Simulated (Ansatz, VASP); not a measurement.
## Two plane-wave programs on HfSiO4

```
CELL_PARAMETERS angstrom
3.19364 -3.28994 0.00000
3.19364 3.28994 0.00000
0.00000 0.00000 2.97468
ATOMIC_POSITIONS crystal
Hf 0.00000 0.00000 0.00000
Si 0.50000 0.50000 0.50000
O 0.22133 0.22133 0.50000
O 0.67812 0.32188 0.00000
O 0.32188 0.67812 0.00000
O 0.77867 0.77867 0.50000
```

Alike in both runs: functional PBE; k mesh 6 × 6 × 10; occupations gaussian, width 0.02 eV; no spin polarisation.

Ansatz relaxed the structure, and its values are those at the end. VASP's run is a single point on that final structure, the one shown.

|  | VASP | Ansatz |
| --- | --- | --- |
| version | VASP 6.6.1 | Ansatz 0.2.0 |
| potentials or method | VASP PAW PBE potentials, release 64 (Hf_pv, Si, O), cutoff 600 eV | scalar-relativistic, plane waves, PAW |
| valence electrons in the cell | 38 | 54 |

```tsv
	VASP	Ansatz	Ansatz less VASP
gap on the k mesh at the Fermi level (eV)	1.77	1.81	+0.042
least direct gap on the mesh (eV)	1.77	1.81	+0.042
pressure (GPa)	-1.9	0.0	+1.91
rms of the force components (eV/Å)	0.092	0.001	-0.0904
```

The functional is the same, so the differences come from potentials, cutoffs and numerics. VASP's potentials hold 38 valence electrons a cell and Ansatz's 54, so a difference there can come from the potentials and not from the codes.

Spin-orbit coupling is off throughout.
